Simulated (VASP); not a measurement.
AlNi3: single point with revPBE+D3(BJ)

Crystal: AlNi3.

```
CELL_PARAMETERS angstrom
3.50583 0.00000 0.00000
0.00000 3.50583 0.00000
0.00000 0.00000 3.50583
ATOMIC_POSITIONS crystal
Ni 0.50000 0.50000 0.00000
Ni 0.50000 0.00000 0.50000
Ni 0.00000 0.50000 0.50000
Al 0.00000 0.00000 0.00000
```

```
Program             : VASP 6.6.1
Task                : single point
Functional          : revPBE
Dispersion          : D3(BJ)
Potentials or basis : VASP PAW PBE potentials, release 64 (Ni, Al)
Cutoff              : 520 eV
k mesh              : 8 × 8 × 8
Occupations         : fermi-dirac, width 0.05 eV
Spin                : collinear spin, ferromagnetic start
Starting moments    : [1.0, 1.0, 1.0, 0.0] μB
```

* Pressure: 0.1 GPa
* Net moment: 0.67 μB per cell
* Site moments: Ni +0.24; Al -0.01 μB
* Valence electrons inside the program's atomic spheres: Ni 9.47; Al 0.83
* Dispersion energy per atom: -0.923 eV

Levels at points of the mesh, in eV from the Fermi level:
Spin up:
```
           k point  band 15  band 16  band 17  band 18  band 19  band 20
(0.00, 0.00, 0.00)    -0.06    -0.06     0.88     0.88     0.88     6.80
(0.50, 0.00, 0.00)    -1.09    -0.52    -0.06     5.73     5.73     5.73
(0.50, 0.50, 0.00)    -1.02    -1.01    -0.61     0.91     0.91     8.38
(0.50, 0.50, 0.50)    -1.12    -0.25    -0.25    -0.25    -0.24     3.70
```
Spin down:
| k point | band 14 | band 15 | band 16 | band 17 | band 18 | band 19 |
| --- | --- | --- | --- | --- | --- | --- |
| (0.00, 0.00, 0.00) | 0.36 | 0.36 | 0.36 | 0.85 | 0.85 | 0.85 |
| (0.50, 0.00, 0.00) | -0.98 | -0.87 | -0.34 | 0.36 | 5.78 | 5.78 |
| (0.50, 0.50, 0.00) | -1.15 | -0.83 | -0.62 | -0.48 | 1.19 | 1.19 |
| (0.50, 0.50, 0.50) | -0.95 | -0.95 | -0.26 | 0.12 | 0.12 | 0.12 |

Wall time 49 s on 1 thread of AMD EPYC 9R45 96-Core Processor (Zen 5) (shared host), peak memory 0.19 GiB.

Caveat: the PAW data sets were made with another functional, which shifts forces and pressure a little.
